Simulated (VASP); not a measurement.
# Si (Fm-3m) in VASP: single point with PBE+D3(BJ)

Aim: the single point of Si with PBE+D3(BJ).

Program: VASP 6.6.1. These are calculated values, not measurements. Logs are shortened: lines on timing, memory, paths and dates and some standing lists are left out, and cuts for length are marked.

### 1 The cell of the first run

It takes space group Fm-3m (No. 225, cubic). The conventional cell has a = 3.801 Å, b = 3.801 Å, c = 3.801 Å, α = 90.00°, β = 90.00°, γ = 90.00°. Si (site symmetry m-3m) has 12 Si at 2.69 Å within 3.5 Å.

This isn't the form of Si at room conditions, which is diamond.

### 2 Single point, PBE+D3(BJ)

File INCAR:

```
SYSTEM = Si
PREC = Accurate
ENCUT = 520
EDIFF = 1E-7
ISMEAR = 0
SIGMA = 0.15
LREAL = .FALSE.
LASPH = .TRUE.
NELM = 80
ALGO = Normal
ISIF = 2
LWAVE = .FALSE.
LCHARG = .FALSE.
GGA = PE
IVDW = 12
ISYM = 0
NBANDS = 26
KPAR = 4
```

File KPOINTS:

```
regular mesh
0
G
  14 14 14
  0 0 0
```

File POSCAR:

```
Si
1.0
    0.0000000000      3.8010408870      3.8010408870
    3.8010408870      0.0000000000      3.8010408870
    3.8010408870      3.8010408870      0.0000000000
Si
8
Direct
    0.0000000000      0.0000000000      0.0000000000
    0.0000000000      0.0000000000      0.5000000000
    0.0000000000      0.5000000000      0.0000000000
    0.0000000000      0.5000000000      0.5000000000
    0.5000000000      0.0000000000      0.0000000000
    0.5000000000      0.0000000000      0.5000000000
    0.5000000000      0.5000000000      0.0000000000
    0.5000000000      0.5000000000      0.5000000000
```

Potentials or basis: VASP PAW PBE potentials, release 64 (Si).

Started as:

```
$ cat potpaw_PBE.64/Si/POTCAR > POTCAR
$ mpirun -np 4 vasp_std > vasp.out
```

OUTCAR:

```text
SYSTEM = Si
   PREC = Accurate
   ENCUT = 520
   EDIFF = 1E-7
   ISMEAR = 0
   LREAL = .FALSE.
   LASPH = .TRUE.
   NELM = 80
   ISIF = 2
   GGA = PE
   IVDW = 12
   ISYM = 0
 IVDW          = 12

 ion  position               nearest neighbor table
   1  0.000  0.000  0.000-   2 2.69   3 2.69   5 2.69   2 2.69   4 2.69   6 2.69   3 2.69   4 2.69
                             7 2.69   5 2.69   6 2.69   7 2.69
   2  0.000  0.000  0.500-   1 2.69   4 2.69   6 2.69   1 2.69   3 2.69   5 2.69   3 2.69   4 2.69
                             8 2.69   5 2.69   6 2.69   8 2.69
   3  0.000  0.500  0.000-   1 2.69   4 2.69   7 2.69   2 2.69   4 2.69   8 2.69   1 2.69   2 2.69
                             5 2.69   5 2.69   7 2.69   8 2.69
   4  0.000  0.500  0.500-   2 2.69   3 2.69   8 2.69   1 2.69   3 2.69   7 2.69   1 2.69   2 2.69
                             6 2.69   6 2.69   7 2.69   8 2.69
   5  0.500  0.000  0.000-   1 2.69   6 2.69   7 2.69   2 2.69   6 2.69   8 2.69   3 2.69   7 2.69
                             8 2.69   1 2.69   2 2.69   3 2.69
   6  0.500  0.000  0.500-   2 2.69   5 2.69   8 2.69   1 2.69   5 2.69   7 2.69   4 2.69   7 2.69
                             8 2.69   1 2.69   2 2.69   4 2.69
   7  0.500  0.500  0.000-   3 2.69   5 2.69   8 2.69   4 2.69   6 2.69   8 2.69   1 2.69   5 2.69
                             6 2.69   1 2.69   3 2.69   4 2.69
   8  0.500  0.500  0.500-   4 2.69   6 2.69   7 2.69   3 2.69   5 2.69   7 2.69   2 2.69   5 2.69
                             6 2.69   2 2.69   3 2.69   4 2.69

IMPORTANT INFORMATION: All symmetrisations will be switched off!
NOSYMM: (Re-)initialisation of all symmetry stuff for point group C_1.

----------------------------------------------------------------------------------------

                                     Primitive cell

  volume of cell :     109.8342

  direct lattice vectors                    reciprocal lattice vectors
     0.000000000  3.801040887  3.801040887    -0.131542915  0.131542915  0.131542915
     3.801040887  0.000000000  3.801040887     0.131542915 -0.131542915  0.131542915
     3.801040887  3.801040887  0.000000000     0.131542915  0.131542915 -0.131542915

  length of vectors
     5.375483574  5.375483574  5.375483574     0.227839013  0.227839013  0.227839013

  position of ions in fractional coordinates (direct lattice)
     0.000000000  0.000000000  0.000000000
     0.000000000  0.000000000  0.500000000
     0.000000000  0.500000000  0.000000000
     0.000000000  0.500000000  0.500000000
     0.500000000  0.000000000  0.000000000
     0.500000000  0.000000000  0.500000000
     0.500000000  0.500000000  0.000000000
     0.500000000  0.500000000  0.500000000

  ion indices of the primitive-cell ions
   primitive index   ion index
                 1           1
                 2           2
                 3           3
                 4           4
                 5           5
                 6           6
                 7           7
                 8           8

----------------------------------------------------------------------------------------

 KPOINTS: regular mesh

Automatic generation of k-mesh.
 Grid dimensions read from file:
 generate k-points for:   14   14   14

 Generating k-lattice:

  Cartesian coordinates                     Fractional coordinates (reciprocal lattice)
    -0.009395923  0.009395923  0.009395923     0.071428571  0.000000000  0.000000000
     0.009395923 -0.009395923  0.009395923     0.000000000  0.071428571  0.000000000
     0.009395923  0.009395923 -0.009395923     0.000000000  0.000000000  0.071428571

  Length of vectors
     0.016274215  0.016274215  0.016274215

  Shift w.r.t. Gamma in fractional coordinates (k-lattice)
     0.000000000  0.000000000  0.000000000

 Subroutine IBZKPT returns following result:
 ===========================================

 Found   1376 irreducible k-points:

 Following reciprocal coordinates:
            Coordinates               Weight
  0.000000  0.000000  0.000000      1.000000
  0.071429  0.000000  0.000000      2.000000
  0.000000  0.071429  0.000000      2.000000
  0.000000  0.000000  0.071429      2.000000
  0.071429  0.071429  0.071429      2.000000
  0.142857  0.000000  0.000000      2.000000
[... 16 lines left out ...]
  0.000000  0.428571  0.000000      2.000000
  0.000000  0.000000  0.428571      2.000000
 [... further k-points ...]
   k-points           NKPTS =   1376   k-points in BZ     NKDIM =   1376   number of bands    NBANDS=     26
   number of dos      NEDOS =    301   number of ions     NIONS =      8
   total plane-waves  NPLWV =  64000
   dimension x,y,z NGX =    40 NGY =   40 NGZ =   40
   dimension x,y,z NGXF=    80 NGYF=   80 NGZF=   80
   ions per type =               8
   NGX,Y,Z   is equivalent  to a cutoff of  12.37, 12.37, 12.37 a.u.
   NGXF,Y,Z  is equivalent  to a cutoff of  24.74, 24.74, 24.74 a.u.
 SYSTEM =  Si
   PREC   = accura    normal or accurate (medium, high low for compatibility)
   ISTART =      0    job   : 0-new  1-cont  2-samecut
   ICHARG =      2    charge: 1-file 2-atom 10-const
   ISPIN  =      1    spin polarized calculation?
   LNONCOLLINEAR =      F non collinear calculations
   LSORBIT =      F    spin-orbit coupling
   LASPH  =      T    aspherical Exc in radial PAW
   ENCUT  =  520.0 eV  38.22 Ry    6.18 a.u.   9.99  9.99  9.99*2*pi/ulx,y,z
   NELM   =     80;   NELMIN=  2; NELMDL= -5     # of ELM steps
   EDIFF  = 0.1E-06   stopping-criterion for ELM
   LREAL  =      F    real-space projection
   EDIFFG = 0.1E-05   stopping-criterion for IOM
   NSW    =      0    number of steps for IOM
   IBRION =     -1    ionic relax: 0-MD 1-quasi-New 2-CG
   NFREE  =      0    steps in history (QN), initial steepest desc. (CG)
   ISIF   =      2    stress and relaxation
   ISYM   =      0    0-nonsym 1-usesym 2-fastsym
   POTIM  = 0.5000    time-step for ionic-motion
   TEBEG  =    0.0;   TEEND  =   0.0 temperature during run
   PSTRESS=    0.0 pullay stress
   NELECT =      32.0000    total number of electrons
   NUPDOWN=      -1.0000    fix difference up-down
   EMIN   =  10.00;   EMAX   =-10.00  energy-range for DOS
   EFERMI =   0.00;   METHOD = LEGACY
   ISMEAR =     0;   SIGMA  =   0.15  broadening in eV -4-tet -1-fermi 0-gaus
   EFERMI_NEDOS =   21; number of points for ismear=-14 and -15
   IALGO  =     38    algorithm
   IMIX   =      4    mixing-type and parameters
     AMIX     =   0.40;   BMIX     =  1.00
     AMIX_MAG =   1.60;   BMIX_MAG =  1.00
  volume/ion in A,a.u.               =      13.73        92.65
  Fermi-wavevector in a.u.,A,eV,Ry     =   1.085290  2.050900 16.025668  1.177853
  Thomas-Fermi vector in A             =   2.221400
   LORBIT       =      0    0 simple, 1 ext, 2 COOP (PROOUT), +10 PAW based schemes
   GGA     = PE    functional components
   LHFCALC =     F    Hartree Fock is set to
   AEXX    =    0.0000 exact exchange contribution
   IVDW    =    12    specifies the selected vdW correction
   LEPSILON=     F    determine dielectric tensor
   LRPA    =     F    only Hartree local field effects (RPA)
 non-spin polarized calculation
 Gauss-broadening in eV      SIGMA  =   0.15
  energy-cutoff  :      520.00
  volume of cell :      109.83
 maximum number of plane-waves:      2978
   NGX = 19   NGY = 19   NGZ = 19

 number of electron      32.0000000 magnetization

 Free energy of the ion-electron system (eV)
  ---------------------------------------------------
  ext. energy  EPLUGINS =         0.00000000
  ---------------------------------------------------
  free energy    TOTEN  =       -39.04770751 eV

  energy without entropy =      -39.01338693  energy(sigma->0) =      -39.03054722

 E-fermi :  10.9206     XC(G=0): -11.4091

 val. band max:       10.9030557226   @ k =   0.0000   0.4286   0.1429
 cond. band min:      10.9211661475   @ k =  -0.2857  -0.4286  -0.2857
 fundamental gap:      0.0181104248
 Fermi energy:        10.9206130743

 k-point     1 :       0.0000    0.0000    0.0000
  band No.  band energies     occupation
      1      -4.0708      2.00000
      2       3.1143      2.00000
      3       3.1143      2.00000
      4       3.1143      2.00000
      5       3.1143      2.00000
      6       3.5822      2.00000
[... 18 lines left out ...]
     25      18.0185      0.00000
     26      18.0185      0.00000

 k-point     2 :       0.0714    0.0000    0.0000
  band No.  band energies     occupation
      1      -4.0323      2.00000
      2       2.3167      2.00000
      3       2.9673      2.00000
      4       2.9673      2.00000
      5       2.9673      2.00000
      6       3.8027      2.00000
[... 18 lines left out ...]
     25      18.2796      0.00000
     26      18.2796      0.00000

 k-point     3 :       0.0000    0.0714    0.0000
  band No.  band energies     occupation
      1      -4.0323      2.00000
      2       2.3167      2.00000
      3       2.9673      2.00000
      4       2.9673      2.00000
      5       2.9673      2.00000
      6       3.8027      2.00000
[... 18 lines left out ...]
     25      18.2796      0.00000
     26      18.2796      0.00000

 k-point     4 :       0.0000    0.0000    0.0714
  band No.  band energies     occupation
      1      -4.0323      2.00000
      2       2.3167      2.00000
      3       2.9673      2.00000
      4       2.9673      2.00000
      5       2.9673      2.00000
      6       3.8027      2.00000
[... 18 lines left out ...]
     25      18.2796      0.00000
     26      18.2796      0.00000

 k-point     5 :       0.0714    0.0714    0.0714
  band No.  band energies     occupation
      1      -4.0323      2.00000
      2       2.3167      2.00000
      3       2.9673      2.00000
      4       2.9673      2.00000
      5       2.9673      2.00000
      6       3.8027      2.00000
[... 18 lines left out ...]
     25      18.2796      0.00000
     26      18.2796      0.00000

 k-point     6 :       0.1429    0.0000    0.0000
  band No.  band energies     occupation
      1      -3.9168      2.00000
      2       1.3939      2.00000
      3       2.7649      2.00000
      4       2.7649      2.00000
      5       2.7649      2.00000
      6       4.2254      2.00000
[... 427 lines left out ...]
 k-point    21 :       0.3571    0.3571    0.3571
  band No.  band energies     occupation
      1      -3.1101      2.00000
      2      -0.9756      2.00000
      3       2.5259      2.00000
      4       2.5259      2.00000
      5       2.5259      2.00000
      6       3.2177      2.00000
[... 18 lines left out ...]
     25      15.2667      0.00000
     26      16.9196      0.00000

 k-point    22 :       0.4286    0.0000    0.0000
  band No.  band energies     occupation
      1      -2.6889      2.00000
      2      -1.6210      2.00000
      3       2.5896      2.00000
      4       2.5896      2.00000
      5       2.5896      2.00000
      6       2.9360      2.00000
[... 18 lines left out ...]
     25      15.4310      0.00000
     26      16.3598      0.00000

 k-point    23 :       0.0000    0.4286    0.0000
  band No.  band energies     occupation
      1      -2.6889      2.00000
      2      -1.6210      2.00000
      3       2.5896      2.00000
      4       2.5896      2.00000
      5       2.5896      2.00000
      6       2.9360      2.00000
[... 18 lines left out ...]
     25      15.4310      0.00000
     26      16.3598      0.00000

 k-point    24 :       0.0000    0.0000    0.4286
  band No.  band energies     occupation
      1      -2.6889      2.00000
      2      -1.6210      2.00000
      3       2.5896      2.00000
      4       2.5896      2.00000
      5       2.5896      2.00000
      6       2.9360      2.00000
[... 18 lines left out ...]
     25      15.4310      0.00000
     26      16.3598      0.00000

 [... further k-points ...]

------------------------ aborting loop because EDIFF is reached ----------------------------------------

 Edisp (eV)   -3.61937

 E8    (eV) :    -1.4800

  FORCE on cell =-STRESS in cart. coord.  units (eV):
  Direction    XX          YY          ZZ          XY          YZ          ZX
  --------------------------------------------------------------------------------------
  -------------------------------------------------------------------------------------
  Total      -0.45543    -0.45543    -0.45543     0.00000     0.00000     0.00000
  in kB      -6.64344    -6.64344    -6.64344     0.00000     0.00000     0.00000
  external pressure =       -6.64 kB  Pullay stress =        0.00 kB

 VOLUME and BASIS-vectors are now :
 -----------------------------------------------------------------------------
  energy-cutoff  :      520.00
  volume of cell :      109.83
      direct lattice vectors                 reciprocal lattice vectors
     0.000000000  3.801040887  3.801040887    -0.131542915  0.131542915  0.131542915
     3.801040887  0.000000000  3.801040887     0.131542915 -0.131542915  0.131542915
     3.801040887  3.801040887  0.000000000     0.131542915  0.131542915 -0.131542915

 POSITION                                       TOTAL-FORCE (eV/Angst)
 -----------------------------------------------------------------------------------
      0.00000      0.00000      0.00000         0.000000     -0.000000      0.000000
      1.90052      1.90052      0.00000        -0.000000     -0.000000     -0.000000
      1.90052      0.00000      1.90052        -0.000000      0.000000      0.000000
      3.80104      1.90052      1.90052         0.000000      0.000000     -0.000000
      0.00000      1.90052      1.90052         0.000000     -0.000000      0.000000
      1.90052      3.80104      1.90052        -0.000000     -0.000000      0.000000
      1.90052      1.90052      3.80104        -0.000000     -0.000000     -0.000000
      3.80104      3.80104      3.80104         0.000000      0.000000     -0.000000
 -----------------------------------------------------------------------------------
    total drift:                                0.000000     -0.000000      0.000000

  FREE ENERGIE OF THE ION-ELECTRON SYSTEM (eV)
  ---------------------------------------------------
  free  energy   TOTEN  =       -42.6670757871 eV

  energy  without entropy=      -42.6327552115  energy(sigma->0) =      -42.64991550
```

It took 5.5 min on 4 MPI ranks of Intel Xeon 6975P-C (Granite Rapids), shared host; peak memory 2.2 GiB.

Results:

```yaml
Free_energy: -42.6671 eV
Pressure: -0.7 GPa
Band_gap_on_the_k_mesh: zero (bands 16 and 17 overlap by 4.63 eV)
Dispersion_energy_per_atom: -0.452 eV
```

Levels at points of the mesh, in eV from the Fermi level:
| k point | band 12 | band 13 | band 14 | band 15 | band 16 | band 17 | band 18 | band 19 | band 20 | band 21 |
| --- | --- | --- | --- | --- | --- | --- | --- | --- | --- | --- |
| (0.00, 0.00, 0.00) | -5.66 | -4.58 | -4.58 | -4.58 | 3.31 | 3.31 | 3.31 | 3.31 | 3.31 | 3.31 |
| (0.50, 0.00, 0.00) | -3.38 | -3.38 | -3.38 | 1.30 | 1.30 | 1.41 | 1.41 | 1.41 | 1.41 | 1.41 |
| (0.00, 0.50, 0.00) | -3.38 | -3.38 | -3.38 | 1.30 | 1.30 | 1.41 | 1.41 | 1.41 | 1.41 | 1.41 |
| (0.00, 0.00, 0.50) | -3.38 | -3.38 | -3.38 | 1.30 | 1.30 | 1.41 | 1.41 | 1.41 | 1.41 | 1.41 |
| (0.50, 0.50, 0.50) | -3.38 | -3.38 | -3.38 | 1.30 | 1.30 | 1.41 | 1.41 | 1.41 | 1.41 | 1.41 |
| (0.50, 0.50, 0.00) | -2.55 | -1.75 | -1.75 | -0.95 | -0.95 | -0.95 | -0.95 | 0.19 | 0.19 | 0.19 |
| (0.00, 0.50, 0.50) | -2.55 | -1.75 | -1.75 | -0.95 | -0.95 | -0.95 | -0.95 | 0.19 | 0.19 | 0.19 |
| (0.50, 0.00, 0.50) | -2.55 | -1.75 | -1.75 | -0.95 | -0.95 | -0.95 | -0.95 | 0.19 | 0.19 | 0.19 |
